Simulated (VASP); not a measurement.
# TiC (dpbe) (Fm-3m) in VASP: notebook

Runs on TiC (dpbe). Level: PBE. Tasks: single point, relaxation of cell and atoms.

Program: VASP 6.6.1. These are calculated values, not measurements. Logs are shortened: lines on timing, memory, paths and dates and some standing lists are left out, and cuts for length are marked.

**1. The cell of the first run**

It takes space group Fm-3m (No. 225, cubic). The conventional cell has a = 4.331 Å, b = 4.331 Å, c = 4.331 Å, α = 90.00°, β = 90.00°, γ = 90.00°. Within 2.9 Å of Ti (site symmetry m-3m) lie 6 C at 2.17 Å. Within 2.9 Å of C (site symmetry m-3m) lie 6 Ti at 2.17 Å.

**2. Single point, PBE**

The input, INCAR:

```
SYSTEM = TiC
ALGO = Normal
EDIFF = 1E-6
ENCUT = 520
GGA = PE
ISIF = 2
ISMEAR = 0
LASPH = .True.
LCHARG = .False.
LREAL = .False.
LWAVE = .False.
NBANDS = 15
NELM = 60
PREC = Accurate
SIGMA = 0.1
```

The input, KPOINTS:

```
k-points
0
Gamma
  8 8 8
  0 0 0
```

The input, POSCAR:

```
TiC
1.0
    0.0000000000      2.1657188400      2.1657188400
    2.1657188400      0.0000000000      2.1657188400
    2.1657188400      2.1657188400      0.0000000000
Ti C
1 1
Direct
    0.0000000000      0.0000000000      0.0000000000
    0.5000000000      0.5000000000      0.5000000000
```

Potentials or basis: VASP PAW PBE potentials, release 64 (Ti_sv, C).

Command:

```console
$ cat potpaw_PBE.64/Ti_sv/POTCAR potpaw_PBE.64/C/POTCAR > POTCAR
$ mpirun -np 1 vasp_std > vasp.out
```

OUTCAR:

```text
SYSTEM = TiC
   EDIFF = 1E-6
   ENCUT = 520
   GGA = PE
   ISIF = 2
   ISMEAR = 0
   LASPH = .True.
   LREAL = .False.
   NELM = 60
   PREC = Accurate

 ion  position               nearest neighbor table
   1  0.000  0.000  0.000-   2 2.17   2 2.17   2 2.17   2 2.17   2 2.17   2 2.17
   2  0.500  0.500  0.500-   1 2.17   1 2.17   1 2.17   1 2.17   1 2.17   1 2.17

  LATTYP: Found a face centered cubic cell.
 ALAT       =     4.3314376800

  Lattice vectors:

 A1 = (   0.0000000000,   2.1657188400,   2.1657188400)
 A2 = (   2.1657188400,   0.0000000000,   2.1657188400)
 A3 = (   2.1657188400,   2.1657188400,   0.0000000000)

Analysis of symmetry for initial positions (statically):
=====================================================================
 Subroutine PRICEL returns:
 Original cell was already a primitive cell.

 Routine SETGRP: Setting up the symmetry group for a
 face centered cubic supercell.

 Subroutine GETGRP returns: Found 48 space group operations
 (whereof 48 operations were pure point group operations)
 out of a pool of 48 trial point group operations.

The static configuration has the point symmetry O_h .

Analysis of symmetry for dynamics (positions and initial velocities):
=====================================================================
 Subroutine PRICEL returns:
 Original cell was already a primitive cell.

 Routine SETGRP: Setting up the symmetry group for a
 face centered cubic supercell.

 Subroutine GETGRP returns: Found 48 space group operations
 (whereof 48 operations were pure point group operations)
 out of a pool of 48 trial point group operations.

The dynamic configuration has the point symmetry O_h .

 Subroutine INISYM returns: Found 48 space group operations
 (whereof 48 operations are pure point group operations),
 and found     1 'primitive' translations

----------------------------------------------------------------------------------------

                                     Primitive cell

  volume of cell :      20.3159

  direct lattice vectors                    reciprocal lattice vectors
     0.000000000  2.165718840  2.165718840    -0.230870227  0.230870227  0.230870227
     2.165718840  0.000000000  2.165718840     0.230870227 -0.230870227  0.230870227
     2.165718840  2.165718840  0.000000000     0.230870227  0.230870227 -0.230870227

  length of vectors
     3.062788956  3.062788956  3.062788956     0.399878963  0.399878963  0.399878963

  position of ions in fractional coordinates (direct lattice)
     0.000000000  0.000000000  0.000000000
     0.500000000  0.500000000  0.500000000

  ion indices of the primitive-cell ions
   primitive index   ion index
                 1           1
                 2           2

----------------------------------------------------------------------------------------

 KPOINTS: k-points

Automatic generation of k-mesh.
 Grid dimensions read from file:
 generate k-points for:    8    8    8

 Generating k-lattice:

  Cartesian coordinates                     Fractional coordinates (reciprocal lattice)
    -0.028858778  0.028858778  0.028858778     0.125000000  0.000000000  0.000000000
     0.028858778 -0.028858778  0.028858778     0.000000000  0.125000000  0.000000000
     0.028858778  0.028858778 -0.028858778     0.000000000  0.000000000  0.125000000

  Length of vectors
     0.049984870  0.049984870  0.049984870

  Shift w.r.t. Gamma in fractional coordinates (k-lattice)
     0.000000000  0.000000000  0.000000000

 Subroutine IBZKPT returns following result:
 ===========================================

 Found     29 irreducible k-points:

 Following reciprocal coordinates:
            Coordinates               Weight
  0.000000  0.000000  0.000000      1.000000
  0.125000  0.000000  0.000000      8.000000
  0.250000  0.000000  0.000000      8.000000
  0.375000  0.000000  0.000000      8.000000
  0.500000  0.000000  0.000000      4.000000
  0.125000  0.125000  0.000000      6.000000
[... 16 lines left out ...]
  0.500000  0.250000  0.125000     48.000000
 -0.375000  0.250000  0.125000     24.000000
 [... further k-points ...]
   k-points           NKPTS =     29   k-points in BZ     NKDIM =     29   number of bands    NBANDS=     15
   number of dos      NEDOS =    301   number of ions     NIONS =      2
   total plane-waves  NPLWV =  13824
   dimension x,y,z NGX =    24 NGY =   24 NGZ =   24
   dimension x,y,z NGXF=    48 NGYF=   48 NGZF=   48
   ions per type =               1   1
   NGX,Y,Z   is equivalent  to a cutoff of  13.03, 13.03, 13.03 a.u.
   NGXF,Y,Z  is equivalent  to a cutoff of  26.05, 26.05, 26.05 a.u.
 SYSTEM =  TiC
   PREC   = accura    normal or accurate (medium, high low for compatibility)
   ISTART =      0    job   : 0-new  1-cont  2-samecut
   ICHARG =      2    charge: 1-file 2-atom 10-const
   ISPIN  =      1    spin polarized calculation?
   LNONCOLLINEAR =      F non collinear calculations
   LSORBIT =      F    spin-orbit coupling
   LASPH  =      T    aspherical Exc in radial PAW
   ENCUT  =  520.0 eV  38.22 Ry    6.18 a.u.   5.69  5.69  5.69*2*pi/ulx,y,z
   NELM   =     60;   NELMIN=  2; NELMDL= -5     # of ELM steps
   EDIFF  = 0.1E-05   stopping-criterion for ELM
   LREAL  =      F    real-space projection
   EDIFFG = 0.1E-04   stopping-criterion for IOM
   NSW    =      0    number of steps for IOM
   IBRION =     -1    ionic relax: 0-MD 1-quasi-New 2-CG
   NFREE  =      0    steps in history (QN), initial steepest desc. (CG)
   ISIF   =      2    stress and relaxation
   ISYM   =      2    0-nonsym 1-usesym 2-fastsym
   POTIM  = 0.5000    time-step for ionic-motion
   TEBEG  =    0.0;   TEEND  =   0.0 temperature during run
   PSTRESS=    0.0 pullay stress
   NELECT =      16.0000    total number of electrons
   NUPDOWN=      -1.0000    fix difference up-down
   EMIN   =  10.00;   EMAX   =-10.00  energy-range for DOS
   EFERMI =   0.00;   METHOD = LEGACY
   ISMEAR =     0;   SIGMA  =   0.10  broadening in eV -4-tet -1-fermi 0-gaus
   EFERMI_NEDOS =   21; number of points for ismear=-14 and -15
   IALGO  =     38    algorithm
   IMIX   =      4    mixing-type and parameters
     AMIX     =   0.40;   BMIX     =  1.00
     AMIX_MAG =   1.60;   BMIX_MAG =  1.00
  volume/ion in A,a.u.               =      10.16        68.55
  Fermi-wavevector in a.u.,A,eV,Ry     =   1.511829  2.856943 31.097854  2.285628
  Thomas-Fermi vector in A             =   2.621834
   LORBIT       =      0    0 simple, 1 ext, 2 COOP (PROOUT), +10 PAW based schemes
   GGA     = PE    functional components
   LHFCALC =     F    Hartree Fock is set to
   AEXX    =    0.0000 exact exchange contribution
   IVDW    =     0    specifies the selected vdW correction
   LEPSILON=     F    determine dielectric tensor
   LRPA    =     F    only Hartree local field effects (RPA)
 non-spin polarized calculation
 Gauss-broadening in eV      SIGMA  =   0.10
  energy-cutoff  :      520.00
  volume of cell :       20.32
 maximum number of plane-waves:       568
   NGX = 11   NGY = 11   NGZ = 11

 number of electron      16.0000000 magnetization

 Free energy of the ion-electron system (eV)
  ---------------------------------------------------
  ext. energy  EPLUGINS =         0.00000000
  ---------------------------------------------------
  free energy    TOTEN  =       -18.70791510 eV

  energy without entropy =      -18.70611513  energy(sigma->0) =      -18.70701511

 E-fermi :   9.3695     XC(G=0): -12.6974

 val. band max:        9.1646873617   @ k =   0.3750   0.3750   0.0000
 cond. band min:       9.3802397505   @ k =   0.5000   0.5000   0.0000
 fundamental gap:      0.2155523888
 Fermi energy:         9.3694738569

 k-point     1 :       0.0000    0.0000    0.0000
  band No.  band energies     occupation
      1     -47.1782      2.00000
      2     -23.2022      2.00000
      3     -23.2022      2.00000
      4     -23.2022      2.00000
      5      -2.9819      2.00000
      6      10.1051      0.00000
      7      10.1051      0.00000
      8      10.1051      0.00000
      9      11.0939      0.00000
     10      11.0939      0.00000
     11      11.0939      0.00000
     12      11.1241      0.00000
     13      11.1241      0.00000
     14      19.8973      0.00000
     15      23.4444      0.00000

 k-point     2 :       0.1250    0.0000    0.0000
  band No.  band energies     occupation
      1     -47.1676      2.00000
      2     -23.2773      2.00000
      3     -23.2093      2.00000
      4     -23.2093      2.00000
      5      -2.6336      2.00000
      6       8.7855      2.00000
      7       9.1299      1.99930
      8       9.1299      1.99930
      9      10.5204      0.00000
     10      10.5204      0.00000
     11      11.6595      0.00000
     12      13.1763      0.00000
     13      13.1763      0.00000
     14      20.4479      0.00000
     15      23.5004      0.00000

 k-point     3 :       0.2500    0.0000    0.0000
  band No.  band energies     occupation
      1     -47.1420      2.00000
      2     -23.4548      2.00000
      3     -23.2263      2.00000
      4     -23.2263      2.00000
      5      -1.6739      2.00000
      6       6.6818      2.00000
      7       7.7209      2.00000
      8       7.7209      2.00000
      9      11.1753      0.00000
     10      11.1753      0.00000
     11      12.2398      0.00000
     12      15.2488      0.00000
     13      15.2488      0.00000
     14      20.4918      0.00000
     15      23.7946      0.00000
[... 343 lines left out ...]
 k-point    23 :       0.5000    0.2500    0.1250
  band No.  band energies     occupation
      1     -47.1020      2.00000
      2     -23.5820      2.00000
      3     -23.3658      2.00000
      4     -23.2779      2.00000
      5      -0.2469      2.00000
      6       4.9723      2.00000
      7       6.6886      2.00000
      8       7.1388      2.00000
      9      11.2838      0.00000
     10      12.5021      0.00000
     11      13.2479      0.00000
     12      14.7230      0.00000
     13      16.7592      0.00000
     14      20.9787      0.00000
     15      23.4812      0.00000

 k-point    24 :      -0.3750    0.2500    0.1250
  band No.  band energies     occupation
      1     -47.0934      2.00000
      2     -23.6222      2.00000
      3     -23.3783      2.00000
      4     -23.2928      2.00000
      5       0.1886      2.00000
      6       4.5650      2.00000
      7       6.4210      2.00000
      8       6.9173      2.00000
      9      12.0189      0.00000
     10      12.1749      0.00000
     11      13.2012      0.00000
     12      15.8010      0.00000
     13      16.2169      0.00000
     14      20.3972      0.00000
     15      23.6223      0.00000

 [... further k-points ...]
[... 5 lines left out ...]
  --------------------------------------------------------------------------------------
  -------------------------------------------------------------------------------------
  Total        0.0563788      0.0563788      0.0563788     -0.0000000      0.0000000     -0.0000000
  in kB        4.4462134      4.4462134      4.4462134     -0.0000000      0.0000000     -0.0000000
  external PRESSURE =       4.4462134 kB  Pullay stress =       0.0000000 kB

 VOLUME and BASIS-vectors are now :
 -----------------------------------------------------------------------------
  energy-cutoff  :      520.00
  volume of cell :       20.32
      direct lattice vectors                 reciprocal lattice vectors
     0.000000000  2.165718840  2.165718840    -0.230870227  0.230870227  0.230870227
     2.165718840  0.000000000  2.165718840     0.230870227 -0.230870227  0.230870227
     2.165718840  2.165718840  0.000000000     0.230870227  0.230870227 -0.230870227

 POSITION                                       TOTAL-FORCE (eV/Angst)
 -----------------------------------------------------------------------------------
      0.00000      0.00000      0.00000         0.000000     -0.000000      0.000000
      2.16572      2.16572      2.16572        -0.000000      0.000000     -0.000000
 -----------------------------------------------------------------------------------
    total drift:                                0.000000     -0.000000     -0.000000

  FREE ENERGIE OF THE ION-ELECTRON SYSTEM (eV)
  ---------------------------------------------------
  free  energy   TOTEN  =       -18.7079150962 eV

  energy  without entropy=      -18.7061151334  energy(sigma->0) =      -18.70701511
```

Wall time 6.9 s (1 thread of Intel Xeon Platinum 8259CL at 2.50GHz (Skylake/Cascade Lake), shared host); peak memory 0.14 GiB.

What came out:

```
Free energy            : -18.7079 eV
Pressure               : 0.4 GPa
Band gap on the k mesh : zero (band 8 reaches 10.11 eV, above the bottom of band 9 at 9.01 eV)
```

(Continued in part 2 of 2.)
